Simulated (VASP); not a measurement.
# Mo (P6_3/mmc) in VASP: further runs, part 2 of 2

VASP 6.6.1.

## (5) Single point, RPBE (volume scaled by 0.96)

Contents of INCAR:

```
  PREC = Accurate
  ENCUT = 520
  EDIFF = 1E-6
  ISMEAR = -1
  SIGMA = 0.1
  LREAL = F
  LASPH = T
  NELM = 80
  ALGO = Normal
  ISIF = 2
  LWAVE = F
  LCHARG = T
  GGA = RP
  LELF = T
  LVHAR = T
  NBANDS = 21
```

Contents of KPOINTS:

```
Automatic mesh
0
Gamma
  15 15 7
```

Contents of POSCAR:

```
Mo
1.0
    2.7333909640      0.0000000000      0.0000000000
   -1.3666954820      2.3671860133      0.0000000000
    0.0000000000      0.0000000000      4.8514659590
Mo
2
Direct
    0.3333333333      0.6666666667      0.2500000000
    0.6666666667      0.3333333333      0.7500000000
```

Potentials or basis: VASP PAW PBE potentials, release 64 (Mo_sv).

Launch:

```console
> cat potpaw_PBE.64/Mo_sv/POTCAR > POTCAR
> mpirun -np 1 vasp_std > vasp.out
```

OUTCAR:

```text
PREC = Accurate
   ENCUT = 520
   EDIFF = 1E-6
   ISMEAR = -1
   LREAL = F
   LASPH = T
   NELM = 80
   ISIF = 2
   GGA = RP

 ion  position               nearest neighbor table
   1  0.333  0.667  0.250-   2 2.89   2 2.89   2 2.89   2 2.89   2 2.89   2 2.89
   2  0.667  0.333  0.750-   1 2.89   1 2.89   1 2.89   1 2.89   1 2.89   1 2.89

  LATTYP: Found a hexagonal cell.
 ALAT       =     2.7333909640
 C/A-ratio  =     1.7748891479

  Lattice vectors:

 A1 = (   2.7333909640,   0.0000000000,   0.0000000000)
[... 188 lines left out ...]
      2     -48.3858      2.00000
      3     -23.1678      2.00000
      4     -22.0309      2.00000
      5     -21.8575      2.00000
      6     -21.8575      2.00000
[... 565 lines left out ...]
     20      21.2185      0.00000
     21      22.9430      0.00000

 [... further k-points ...]
[... 5 lines left out ...]
  --------------------------------------------------------------------------------------
  -------------------------------------------------------------------------------------
  Total        2.2037492      2.2037492      1.8513589      0.0000000     -0.0000000      0.0000000
  in kB      112.4774912    112.4774912     94.4917872      0.0000000     -0.0000000      0.0000000
  external PRESSURE =     106.4822565 kB  Pullay stress =       0.0000000 kB

 VOLUME and BASIS-vectors are now :
 -----------------------------------------------------------------------------
  energy-cutoff  :      520.00
  volume of cell :       31.39
      direct lattice vectors                 reciprocal lattice vectors
     2.733390964  0.000000000  0.000000000     0.365845945  0.211221255  0.000000000
    -1.366695482  2.367186013  0.000000000     0.000000000  0.422442510  0.000000000
     0.000000000  0.000000000  4.851465959     0.000000000  0.000000000  0.206123264

 POSITION                                       TOTAL-FORCE (eV/Angst)
 -----------------------------------------------------------------------------------
     -0.00000      1.57812      1.21287         0.000000     -0.000000      0.000000
      1.36670      0.78906      3.63860        -0.000000      0.000000      0.000000
 -----------------------------------------------------------------------------------
    total drift:                               -0.000000      0.000000     -0.000000

  FREE ENERGIE OF THE ION-ELECTRON SYSTEM (eV)
  ---------------------------------------------------
  free  energy   TOTEN  =       -19.8584572531 eV

  energy  without entropy=      -19.7759032706  energy(sigma->0) =      -19.81718026
```

OSZICAR:

```text
N       E                     dE             d eps       ncg     rms          rms(c)
DAV:   1     0.302790094636E+03    0.30279E+03   -0.18153E+04  4544   0.141E+03
DAV:   2    -0.144959995195E+02   -0.31729E+03   -0.30922E+03  5096   0.445E+02
DAV:   3    -0.209147679791E+02   -0.64188E+01   -0.63323E+01  5183   0.653E+01
DAV:   4    -0.209457128810E+02   -0.30945E-01   -0.30894E-01  4936   0.481E+00
DAV:   5    -0.209459410256E+02   -0.22814E-03   -0.22814E-03  5249   0.389E-01    0.194E+01
DAV:   6    -0.199964786150E+02    0.94946E+00   -0.18030E+00  4946   0.119E+01    0.568E+00
DAV:   7    -0.198642395782E+02    0.13224E+00   -0.39189E-01  5236   0.509E+00    0.104E+00
DAV:   8    -0.198582702165E+02    0.59694E-02   -0.87926E-03  4731   0.904E-01    0.233E-01
DAV:   9    -0.198584232318E+02   -0.15302E-03   -0.29070E-04  5326   0.178E-01    0.925E-02
DAV:  10    -0.198584549476E+02   -0.31716E-04   -0.34649E-05  4876   0.545E-02    0.176E-02
DAV:  11    -0.198584575568E+02   -0.26091E-05   -0.41614E-06  5169   0.194E-02    0.506E-03
DAV:  12    -0.198584572531E+02    0.30367E-06   -0.13922E-07  2703   0.359E-03
   1 F= -.19858457E+02 E0= -.19817180E+02  d E =-.825540E-01
```

Run time: 30 s. Hardware: 1 thread of Intel Xeon 6975P-C, shared host; peak memory 0.18 GiB.

Results:

```
Free energy            : -19.8585 eV
Pressure               : 10.6 GPa
Band gap on the k mesh : zero (band 14 reaches 13.49 eV, above the bottom of band 15 at 11.73 eV)
```

Caveat: the PAW data sets were made with another functional, which shifts forces and pressure a little.

## (6) Single point, RPBE

Contents of INCAR:

```
ALGO     = Normal         # electronic algorithm
EDIFF    = 1E-6           # SCF threshold, eV
ENCUT    = 520            # plane-wave cutoff, eV
GGA      = RP             # functional
ISIF     = 2              # what is computed and relaxed
ISMEAR   = -1             # smearing method
LASPH    = T              # aspherical terms in the spheres
LCHARG   = F              # write CHGCAR
LREAL    = F              # projectors in reciprocal space
LWAVE    = F              # write WAVECAR
NBANDS   = 21             # bands
NELM     = 100            # most SCF steps
PREC     = Accurate       # precision mode
SIGMA    = 0.1            # smearing width, eV
```

Contents of KPOINTS:

```
k-points
0
Gamma
  15 15 7
```

Contents of POSCAR:

```
Mo
1.0
    2.7708393294      0.0000000000      0.0000000000
   -1.3854196647      2.3996172490      0.0000000000
    0.0000000000      0.0000000000      4.9179326563
Mo
2
Direct
    0.3333333333      0.6666666667      0.2500000000
    0.6666666667      0.3333333333      0.7500000000
```

Potentials or basis: VASP PAW PBE potentials, release 64 (Mo_sv).

Launch:

```console
> cat potpaw_PBE.64/Mo_sv/POTCAR > POTCAR
> mpirun -np 1 vasp_std > vasp.out
```

It took 34 s on 1 thread of Intel Xeon 6975P-C, shared host; peak memory 0.2 GiB.

Results (log left out):

| Quantity | Value |
| --- | --- |
| Free energy | -19.9029 eV |
| Pressure | 0.4 GPa |
| Band gap on the k mesh | zero (band 14 reaches 12.80 eV, above the bottom of band 15 at 11.15 eV) |

Levels at points of the mesh, in eV from the Fermi level:
```
           k point  band 12  band 13  band 14  band 15  band 16  band 17
(0.00, 0.00, 0.00)    -0.62    -0.62    -0.14    -0.14     0.56     1.42
```

Caveat: the PAW data sets were made with another functional, which shifts forces and pressure a little.

## (7) The runs side by side

```csv
cell,k mesh,gap on the mesh (eV),pressure (GPa)
"a = 2.771, b = 2.771, c = 4.918 Å, angles 90.0, 90.0, 120.0°, 2 atoms",13 × 13 × 7,none,0.5
"a = 2.655, b = 2.655, c = 4.713 Å, angles 90.0, 90.0, 120.0°, 2 atoms",15 × 15 × 7,none,38.6
"a = 2.695, b = 2.695, c = 4.783 Å, angles 90.0, 90.0, 120.0°, 2 atoms",15 × 15 × 7,none,23.2
"a = 2.733, b = 2.733, c = 4.851 Å, angles 90.0, 90.0, 120.0°, 2 atoms",15 × 15 × 7,none,10.6
"a = 2.771, b = 2.771, c = 4.918 Å, angles 90.0, 90.0, 120.0°, 2 atoms",15 × 15 × 7,none,0.4
```

Alike in all rows: task single point; level RPBE; potentials or basis VASP PAW PBE potentials, release 64 (Mo_sv); no spin polarisation; cutoff (eV) 520; smearing fermi-dirac 0.1 eV.

Caveats: the PAW data sets were made with another functional, which shifts forces and pressure a little.

Absolute energies hang on the potentials; compare differences alone.
